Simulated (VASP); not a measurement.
Set up this calculation in VASP 6.6.1, as the native input.

| Item | Value |
| --- | --- |
| Task | single point |
| Functional | PBE |
| Potentials or basis | VASP PAW PBE potentials, release 64 (Li_sv, H) |
| Cutoff | 750 eV |
| k mesh | 4 × 4 × 4 |
| Occupations | gaussian, width 0.01 eV |
| Spin | no spin polarisation |
| Dipole correction | no |
| Further INCAR settings | ALGO = Normal; EDIFF = 1e-06; NBANDS = 9 |

The structure of LiH lies in POSCAR:

```
LiH
1.0
    0.0000000000      2.0144020223      2.0144020223
    2.0144020223      0.0000000000      2.0144020223
    2.0144020223      2.0144020223      0.0000000000
Li H
1 1
Direct
    0.0000000000      0.0000000000      0.0000000000
    0.5000000000      0.5000000000      0.5000000000
```

One way to write it, as run:

INCAR

```
PREC = Accurate
ENCUT = 750
EDIFF = 1E-6
ISMEAR = 0
SIGMA = 0.01
LREAL = F
LASPH = T
NELM = 120
ALGO = Normal
ISIF = 2
LWAVE = F
LCHARG = T
GGA = PE
LELF = T
LVHAR = T
NBANDS = 9
GGA_COMPAT = F
```

KPOINTS

```
regular mesh
0
Gamma
  4 4 4
```

Potentials or basis: VASP PAW PBE potentials, release 64 (Li_sv, H).

Command:

```console
$ cat potpaw_PBE.64/Li_sv/POTCAR potpaw_PBE.64/H/POTCAR > POTCAR
$ mpirun -np 1 vasp_std > vasp.out
```

It gave:

```
Pressure               : -0.4 GPa
Band gap on the k mesh : 2.98 eV, direct
```

Caveat: the k points lie up to 0.68 Å⁻¹ apart.

Wall time 3.7 s on 1 thread of Intel(R) Xeon(R) Platinum 8488C (Sapphire Rapids), on a shared host, peak memory 0.14 GiB.
